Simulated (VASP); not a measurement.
# BAs (t.b) (F-43m) in VASP: notebook

The runs below take BAs (t.b) through single point, relaxation of cell and atoms, with PBE.

Program: VASP 6.6.1. These are calculated values, not measurements. Logs are shortened: lines on timing, memory, paths and dates and some standing lists are left out, and cuts for length are marked.

**1. The cell of the first run**

The structure is cubic, space group F-43m (No. 216). Conventional cell: a = 4.770 Å, b = 4.770 Å, c = 4.770 Å, α = 90.00°, β = 90.00°, γ = 90.00°. Within 2.7 Å of B (site symmetry -43m) lie 4 As at 2.07 Å. As (site symmetry -43m) has 4 B at 2.07 Å within 2.7 Å.

**2. Single point, PBE**

The input, INCAR:

```
PREC = Accurate
ENCUT = 500
EDIFF = 1E-6
ISMEAR = 0
SIGMA = 0.1
LREAL = False
LASPH = True
NELM = 120
ALGO = Normal
ISIF = 2
LWAVE = False
LCHARG = False
GGA = PE
NBANDS = 11
GGA_COMPAT = False
```

The input, KPOINTS:

```
Automatic mesh
0
Gamma
  6 6 6
```

The input, POSCAR:

```
BAs
1.0
    0.0000000000      2.3850000000      2.3850000000
    2.3850000000      0.0000000000      2.3850000000
    2.3850000000      2.3850000000      0.0000000000
B As
1 1
Direct
    0.0000000000      0.0000000000      0.0000000000
    0.2500000000      0.2500000000      0.2500000000
```

Potentials or basis: VASP PAW PBE potentials, release 64 (B, As).

On the command line:

```
$ cat potpaw_PBE.64/B/POTCAR potpaw_PBE.64/As/POTCAR > POTCAR
$ mpirun -np 1 vasp_std > vasp.out
```

OUTCAR:

```text
PREC = Accurate
   ENCUT = 500
   EDIFF = 1E-6
   ISMEAR = 0
   LREAL = False
   LASPH = True
   NELM = 120
   ISIF = 2
   GGA = PE

 ion  position               nearest neighbor table
   1  0.000  0.000  0.000-   2 2.07   2 2.07   2 2.07   2 2.07
   2  0.250  0.250  0.250-   1 2.07   1 2.07   1 2.07   1 2.07

  LATTYP: Found a face centered cubic cell.
 ALAT       =     4.7700000000

  Lattice vectors:

 A1 = (   0.0000000000,   2.3850000000,   2.3850000000)
 A2 = (   2.3850000000,   0.0000000000,   2.3850000000)
 A3 = (   2.3850000000,   2.3850000000,   0.0000000000)

Analysis of symmetry for initial positions (statically):
=====================================================================
 Subroutine PRICEL returns:
 Original cell was already a primitive cell.

 Routine SETGRP: Setting up the symmetry group for a
 face centered cubic supercell.

 Subroutine GETGRP returns: Found 24 space group operations
 (whereof 24 operations were pure point group operations)
 out of a pool of 48 trial point group operations.

The static configuration has the point symmetry T_d .

Analysis of symmetry for dynamics (positions and initial velocities):
=====================================================================
 Subroutine PRICEL returns:
 Original cell was already a primitive cell.

 Routine SETGRP: Setting up the symmetry group for a
 face centered cubic supercell.

 Subroutine GETGRP returns: Found 24 space group operations
 (whereof 24 operations were pure point group operations)
 out of a pool of 48 trial point group operations.

The dynamic configuration has the point symmetry T_d .

 Subroutine INISYM returns: Found 24 space group operations
 (whereof 24 operations are pure point group operations),
 and found     1 'primitive' translations

----------------------------------------------------------------------------------------

                                     Primitive cell

  volume of cell :      27.1328

  direct lattice vectors                    reciprocal lattice vectors
     0.000000000  2.385000000  2.385000000    -0.209643606  0.209643606  0.209643606
     2.385000000  0.000000000  2.385000000     0.209643606 -0.209643606  0.209643606
     2.385000000  2.385000000  0.000000000     0.209643606  0.209643606 -0.209643606

  length of vectors
     3.372899346  3.372899346  3.372899346     0.363113377  0.363113377  0.363113377

  position of ions in fractional coordinates (direct lattice)
     0.000000000  0.000000000  0.000000000
     0.250000000  0.250000000  0.250000000

  ion indices of the primitive-cell ions
   primitive index   ion index
                 1           1
                 2           2

----------------------------------------------------------------------------------------

 KPOINTS: Automatic mesh

Automatic generation of k-mesh.
 Grid dimensions read from file:
 generate k-points for:    6    6    6

 Generating k-lattice:

  Cartesian coordinates                     Fractional coordinates (reciprocal lattice)
    -0.034940601  0.034940601  0.034940601     0.166666667  0.000000000  0.000000000
     0.034940601 -0.034940601  0.034940601     0.000000000  0.166666667  0.000000000
     0.034940601  0.034940601 -0.034940601     0.000000000  0.000000000  0.166666667

  Length of vectors
     0.060518896  0.060518896  0.060518896

  Shift w.r.t. Gamma in fractional coordinates (k-lattice)
     0.000000000  0.000000000  0.000000000

 Subroutine IBZKPT returns following result:
 ===========================================

 Found     16 irreducible k-points:

 Following reciprocal coordinates:
            Coordinates               Weight
  0.000000  0.000000  0.000000      1.000000
  0.166667  0.000000  0.000000      8.000000
  0.333333  0.000000  0.000000      8.000000
  0.500000  0.000000  0.000000      4.000000
  0.166667  0.166667  0.000000      6.000000
  0.333333  0.166667  0.000000     24.000000
[... 8 lines left out ...]
 -0.333333  0.333333  0.166667     24.000000
 -0.333333  0.500000  0.166667     12.000000
   k-points           NKPTS =     16   k-points in BZ     NKDIM =     16   number of bands    NBANDS=     11
   number of dos      NEDOS =    301   number of ions     NIONS =      2
   total plane-waves  NPLWV =  21952
   dimension x,y,z NGX =    28 NGY =   28 NGZ =   28
   dimension x,y,z NGXF=    56 NGYF=   56 NGZF=   56
   ions per type =               1   1
   NGX,Y,Z   is equivalent  to a cutoff of  13.80, 13.80, 13.80 a.u.
   NGXF,Y,Z  is equivalent  to a cutoff of  27.60, 27.60, 27.60 a.u.
 SYSTEM =  unknown system
   PREC   = accura    normal or accurate (medium, high low for compatibility)
   ISTART =      0    job   : 0-new  1-cont  2-samecut
   ICHARG =      2    charge: 1-file 2-atom 10-const
   ISPIN  =      1    spin polarized calculation?
   LNONCOLLINEAR =      F non collinear calculations
   LSORBIT =      F    spin-orbit coupling
   LASPH  =      T    aspherical Exc in radial PAW
   ENCUT  =  500.0 eV  36.75 Ry    6.06 a.u.   6.15  6.15  6.15*2*pi/ulx,y,z
   NELM   =    120;   NELMIN=  2; NELMDL= -5     # of ELM steps
   EDIFF  = 0.1E-05   stopping-criterion for ELM
   LREAL  =      F    real-space projection
   EDIFFG = 0.1E-04   stopping-criterion for IOM
   NSW    =      0    number of steps for IOM
   IBRION =     -1    ionic relax: 0-MD 1-quasi-New 2-CG
   NFREE  =      0    steps in history (QN), initial steepest desc. (CG)
   ISIF   =      2    stress and relaxation
   ISYM   =      2    0-nonsym 1-usesym 2-fastsym
   POTIM  = 0.5000    time-step for ionic-motion
   TEBEG  =    0.0;   TEEND  =   0.0 temperature during run
   PSTRESS=    0.0 pullay stress
   NELECT =       8.0000    total number of electrons
   NUPDOWN=      -1.0000    fix difference up-down
   EMIN   =  10.00;   EMAX   =-10.00  energy-range for DOS
   EFERMI =   0.00;   METHOD = LEGACY
   ISMEAR =     0;   SIGMA  =   0.10  broadening in eV -4-tet -1-fermi 0-gaus
   EFERMI_NEDOS =   21; number of points for ismear=-14 and -15
   IALGO  =     38    algorithm
   IMIX   =      4    mixing-type and parameters
     AMIX     =   0.40;   BMIX     =  1.00
     AMIX_MAG =   1.60;   BMIX_MAG =  1.00
  volume/ion in A,a.u.               =      13.57        91.55
  Fermi-wavevector in a.u.,A,eV,Ry     =   1.089615  2.059074 16.153667  1.187261
  Thomas-Fermi vector in A             =   2.225822
   LORBIT       =      0    0 simple, 1 ext, 2 COOP (PROOUT), +10 PAW based schemes
   GGA     = PE    functional components
   LHFCALC =     F    Hartree Fock is set to
   AEXX    =    0.0000 exact exchange contribution
   IVDW    =     0    specifies the selected vdW correction
   LEPSILON=     F    determine dielectric tensor
   LRPA    =     F    only Hartree local field effects (RPA)
 non-spin polarized calculation
 Gauss-broadening in eV      SIGMA  =   0.10
  energy-cutoff  :      500.00
  volume of cell :       27.13
 maximum number of plane-waves:       701
 NGX is ok and might be reduce to    28
   NGX = 13   NGY = 13   NGZ = 13

 number of electron       8.0000000 magnetization

 Free energy of the ion-electron system (eV)
  ---------------------------------------------------
  ext. energy  EPLUGINS =         0.00000000
  ---------------------------------------------------
  free energy    TOTEN  =       -11.38450833 eV

  energy without entropy =      -11.38450833  energy(sigma->0) =      -11.38450833

 E-fermi :   6.6541     XC(G=0): -10.6001

 val. band max:        6.1812255808   @ k =   0.0000   0.0000   0.0000
 cond. band min:       7.4499912200   @ k =   0.3333   0.3333   0.0000
 fundamental gap:      1.2687656392
 Fermi energy:         6.6540979994

 k-point     1 :       0.0000    0.0000    0.0000
  band No.  band energies     occupation
      1      -9.2622      2.00000
      2       6.1812      2.00000
      3       6.1812      2.00000
      4       6.1812      2.00000
      5       9.4606      0.00000
      6       9.4606      0.00000
      7       9.4606      0.00000
      8      10.9245      0.00000
      9      15.7844      0.00000
     10      19.1455      0.00000
     11      19.1455      0.00000

 k-point     2 :       0.1667    0.0000    0.0000
  band No.  band energies     occupation
      1      -8.8074      2.00000
      2       3.2149      2.00000
      3       5.4958      2.00000
      4       5.4958      2.00000
      5       9.5018      0.00000
      6      10.3515      0.00000
      7      10.3515      0.00000
      8      12.8699      0.00000
      9      17.2106      0.00000
     10      17.4777      0.00000
     11      17.4777      0.00000

 k-point     3 :       0.3333    0.0000    0.0000
  band No.  band energies     occupation
      1      -7.5352      2.00000
      2      -0.5831      2.00000
      3       4.6581      2.00000
      4       4.6581      2.00000
      5       9.0685      0.00000
      6      11.0151      0.00000
      7      11.0151      0.00000
      8      14.8808      0.00000
      9      17.7035      0.00000
     10      18.2197      0.00000
     11      18.2197      0.00000

 k-point     4 :       0.5000    0.0000    0.0000
  band No.  band energies     occupation
      1      -6.3740      2.00000
      2      -2.6422      2.00000
      3       4.3513      2.00000
      4       4.3513      2.00000
      5       8.8983      0.00000
      6      10.9639      0.00000
      7      10.9639      0.00000
      8      15.0530      0.00000
      9      18.9295      0.00000
     10      20.7818      0.00000
     11      20.7818      0.00000
[... 127 lines left out ...]
 k-point    14 :       0.5000    0.3333    0.1667
  band No.  band energies     occupation
      1      -6.4485      2.00000
      2      -0.5898      2.00000
      3       1.2823      2.00000
      4       2.9484      2.00000
      5       9.9653      0.00000
      6      11.3820      0.00000
      7      12.0609      0.00000
      8      15.2551      0.00000
      9      17.6538      0.00000
     10      19.9466      0.00000
     11      22.3183      0.00000

 k-point    15 :      -0.3333    0.3333    0.1667
  band No.  band energies     occupation
      1      -5.4124      2.00000
      2      -1.8939      2.00000
      3       0.7414      2.00000
      4       2.2961      2.00000
      5      10.5159      0.00000
      6      11.4343      0.00000
      7      13.6548      0.00000
      8      15.1079      0.00000
      9      16.4497      0.00000
     10      20.6697      0.00000
     11      22.5131      0.00000

 k-point    16 :      -0.3333    0.5000    0.1667
  band No.  band energies     occupation
      1      -4.9284      2.00000
      2      -2.0495      2.00000
      3       1.0005      2.00000
      4       1.1960      2.00000
      5       9.9524      0.00000
      6      10.1760      0.00000
      7      14.8536      0.00000
      8      15.0978      0.00000
      9      18.5247      0.00000
     10      21.8941      0.00000
     11      22.0423      0.00000

------------------------ aborting loop because EDIFF is reached ----------------------------------------

  FORCE on cell =-STRESS in cart. coord.  units (eV):
  Direction    XX          YY          ZZ          XY          YZ          ZX
  --------------------------------------------------------------------------------------
  -------------------------------------------------------------------------------------
  Total        0.6971671      0.6971671      0.6971671      0.0000000      0.0000000      0.0000000
  in kB       41.1672969     41.1672969     41.1672969      0.0000000      0.0000000      0.0000000
  external PRESSURE =      41.1672969 kB  Pullay stress =       0.0000000 kB

 VOLUME and BASIS-vectors are now :
 -----------------------------------------------------------------------------
  energy-cutoff  :      500.00
  volume of cell :       27.13
      direct lattice vectors                 reciprocal lattice vectors
     0.000000000  2.385000000  2.385000000    -0.209643606  0.209643606  0.209643606
     2.385000000  0.000000000  2.385000000     0.209643606 -0.209643606  0.209643606
     2.385000000  2.385000000  0.000000000     0.209643606  0.209643606 -0.209643606

 POSITION                                       TOTAL-FORCE (eV/Angst)
 -----------------------------------------------------------------------------------
      0.00000      0.00000      0.00000        -0.000000      0.000000      0.000000
      1.19250      1.19250      1.19250         0.000000     -0.000000     -0.000000
 -----------------------------------------------------------------------------------
    total drift:                               -0.000000     -0.000000     -0.000000

  FREE ENERGIE OF THE ION-ELECTRON SYSTEM (eV)
  ---------------------------------------------------
  free  energy   TOTEN  =       -11.3845083264 eV

  energy  without entropy=      -11.3845083264  energy(sigma->0) =      -11.38450833
```

Wall time 3.6 s (1 thread of Intel Xeon 6975P-C (Granite Rapids), shared host); peak memory 0.15 GiB.

Results:

- Free energy: -11.3845 eV
- Pressure: 4.1 GPa
- Band gap on the k mesh: 1.27 eV, indirect (least direct gap 3.28 eV)

A k mesh can miss the band edges. A hybrid or GW would open this gap; PBE tends to underestimate it.

**3. Single point, PBE**

This run uses another cell than the first one, of 13.90 Å³/atom, 1.025 times its volume.

The input, INCAR:

```
SYSTEM = BAs
PREC = Accurate
ENCUT = 500
EDIFF = 1E-6
ISMEAR = 0
SIGMA = 0.02
LREAL = .FALSE.
LASPH = .TRUE.
NELM = 120
ALGO = Normal
ISIF = 2
LWAVE = .FALSE.
LCHARG = .FALSE.
GGA = PE
NBANDS = 11
GGA_COMPAT = .FALSE.
```

The input, KPOINTS:

```
Automatic mesh
0
G
  10 10 10
  0 0 0
```

The input, POSCAR:

```
BAs
1.0
    0.0000000000      2.4045448376      2.4045448376
    2.4045448376      0.0000000000      2.4045448376
    2.4045448376      2.4045448376      0.0000000000
B As
1 1
Direct
    0.0000000000      0.0000000000      0.0000000000
    0.2500000000      0.2500000000      0.2500000000
```

Potentials or basis: VASP PAW PBE potentials, release 64 (B, As).

On the command line:

```
$ cat potpaw_PBE.64/B/POTCAR potpaw_PBE.64/As/POTCAR > POTCAR
$ mpirun -np 1 vasp_std > vasp.out
```

OUTCAR:

```text
SYSTEM = BAs
   PREC = Accurate
   ENCUT = 500
   EDIFF = 1E-6
   ISMEAR = 0
   LREAL = .FALSE.
   LASPH = .TRUE.
   NELM = 120
   ISIF = 2
   GGA = PE

 ion  position               nearest neighbor table
   1  0.000  0.000  0.000-   2 2.08   2 2.08   2 2.08   2 2.08
   2  0.250  0.250  0.250-   1 2.08   1 2.08   1 2.08   1 2.08

  LATTYP: Found a face centered cubic cell.
 ALAT       =     4.8090896752

  Lattice vectors:

 A1 = (   0.0000000000,   2.4045448376,   2.4045448376)
 A2 = (   2.4045448376,   0.0000000000,   2.4045448376)
 A3 = (   2.4045448376,   2.4045448376,   0.0000000000)
[... 513 lines left out ...]
      7      14.6002      0.00000
      8      14.8437      0.00000
      9      17.7856      0.00000
     10      21.4686      0.00000
     11      21.6479      0.00000

 [... further k-points ...]
[... 5 lines left out ...]
  --------------------------------------------------------------------------------------
  -------------------------------------------------------------------------------------
  Total        0.1064524      0.1064524      0.1064524      0.0000000      0.0000000     -0.0000000
  in kB        6.1339101      6.1339101      6.1339101      0.0000000      0.0000000     -0.0000000
  external PRESSURE =       6.1339101 kB  Pullay stress =       0.0000000 kB

 VOLUME and BASIS-vectors are now :
 -----------------------------------------------------------------------------
  energy-cutoff  :      500.00
  volume of cell :       27.81
      direct lattice vectors                 reciprocal lattice vectors
     0.000000000  2.404544838  2.404544838    -0.207939562  0.207939562  0.207939562
     2.404544838  0.000000000  2.404544838     0.207939562 -0.207939562  0.207939562
     2.404544838  2.404544838  0.000000000     0.207939562  0.207939562 -0.207939562

 POSITION                                       TOTAL-FORCE (eV/Angst)
 -----------------------------------------------------------------------------------
      0.00000      0.00000      0.00000         0.000000      0.000000      0.000000
      1.20227      1.20227      1.20227        -0.000000     -0.000000     -0.000000
 -----------------------------------------------------------------------------------
    total drift:                               -0.000000     -0.000000     -0.000000

  FREE ENERGIE OF THE ION-ELECTRON SYSTEM (eV)
  ---------------------------------------------------
  free  energy   TOTEN  =       -11.4131488474 eV

  energy  without entropy=      -11.4131488474  energy(sigma->0) =      -11.41314885
```

stdout:

```text
POSCAR found type information on POSCAR B As
 POSCAR found :  2 types and       2 ions
 scaLAPACK will be used
 LDA part: xc-table for (Slater+PW92), standard interpolation
 POSCAR, INCAR and KPOINTS ok, starting setup
 FFT: planning ... GRIDC
 FFT: planning ... GRID_SOFT
 FFT: planning ... GRID
 WAVECAR not read
 entering main loop
```

Run time: 6.9 s. Hardware: 1 thread of Intel Xeon 6975P-C (Granite Rapids), shared host; peak memory 0.16 GiB.

Results:

```yaml
Free_energy: -11.4131 eV
Pressure: 0.6 GPa
Band_gap_on_the_k_mesh: 1.20 eV, indirect (least direct gap 3.25 eV)
```

**4. Relaxation of cell and atoms, PBE**

The input, INCAR:

```
SYSTEM = BAs
PREC = Accurate
ENCUT = 500
EDIFF = 1E-7
ISMEAR = 0
SIGMA = 0.02
LREAL = .FALSE.
LASPH = .TRUE.
NELM = 120
ALGO = Normal
ISIF = 3
LWAVE = .FALSE.
LCHARG = .FALSE.
GGA = PE
IBRION = 2
NSW = 100
EDIFFG = -0.002
GGA_COMPAT = .FALSE.
NELMIN = 4
```

KPOINTS is that of step 3.

The input, POSCAR:

```
BAs
1.0
    0.0000000000      2.3850000000      2.3850000000
    2.3850000000      0.0000000000      2.3850000000
    2.3850000000      2.3850000000      0.0000000000
B As
1 1
Direct
    0.0000000000      0.0000000000      0.0000000000
    0.2500000000      0.2500000000      0.2500000000
```

On the command line:

```
$ cat potpaw_PBE.64/B/POTCAR potpaw_PBE.64/As/POTCAR > POTCAR
$ mpirun -np 1 vasp_std > vasp.out
```

Run time: 14 s. Hardware: 1 thread of Intel Xeon 6975P-C (Granite Rapids), shared host; peak memory 0.16 GiB.

Results (log left out):

```
Free energy                            : -11.4132 eV
Relaxed volume                         : 13.97 Å³/atom
Relaxed cell                           : a = 3.406 Å, b = 3.406 Å, c = 3.406 Å, α = 60.00°, β = 60.00°, γ = 60.00°
Space group after relaxing (to 0.05 Å) : F-43m (No. 216)
Energy gained by relaxing              : 5.0 meV/atom
Ionic steps                            : 3
Pressure after relaxing                : 0.0 GPa
Band gap on the k mesh                 : 1.20 eV, indirect (least direct gap 3.25 eV)
```

The path:
```csv
step,energy change (eV),largest force (eV/Å),pressure (GPa),volume (Å³)
1,0.0000,0.0000,4.08,27.13
2,-0.0052,0.0000,-2.59,28.51
3,-0.0099,0.0000,0.01,27.93
```

Final structure:
```xyz
2
Lattice="0.0000 2.4083 2.4083 2.4083 0.0000 2.4083 2.4083 2.4083 0.0000" Properties=species:S:1:pos:R:3 pbc="T T T"
B     0.0000    0.0000    0.0000
As    1.2041    1.2041    1.2041
```

Levels at points of the mesh, in eV from the valence-band top:
| k point | band 2 | band 3 | band 4 | band 5 | band 6 | band 7 |
| --- | --- | --- | --- | --- | --- | --- |
| (0.00, 0.00, 0.00) | 0.00 | 0.00 | 0.00 | 3.25 | 3.25 | 3.25 |
| (0.50, 0.00, 0.00) | -8.61 | -1.78 | -1.78 | 2.55 | 4.75 | 4.75 |
| (0.50, 0.50, 0.00) | -8.39 | -3.98 | -3.98 | 1.46 | 1.46 | 11.13 |

**5. Overview**

| task | cell | k mesh | smearing | gap on the mesh (eV) | pressure (GPa) |
| --- | --- | --- | --- | --- | --- |
| single point | a = 3.373 Å, angles 60.0°, 2 atoms | 6 × 6 × 6 | gaussian 0.1 eV | 1.27 | 4.1 |
| single point | a = 3.401 Å, angles 60.0°, 2 atoms | 10 × 10 × 10 | gaussian 0.02 eV | 1.20 | 0.6 |
| relaxation of cell and atoms | relaxed from a = 3.373 Å, angles 60.0°, 2 atoms | 10 × 10 × 10 | gaussian 0.02 eV | 1.20 | 0.0 |

Alike in all rows: level PBE; potentials or basis VASP PAW PBE potentials, release 64 (B, As); no spin polarisation; cutoff (eV) 500.

Total energies depend on the potentials used, so only differences within one code and one set of settings carry meaning.
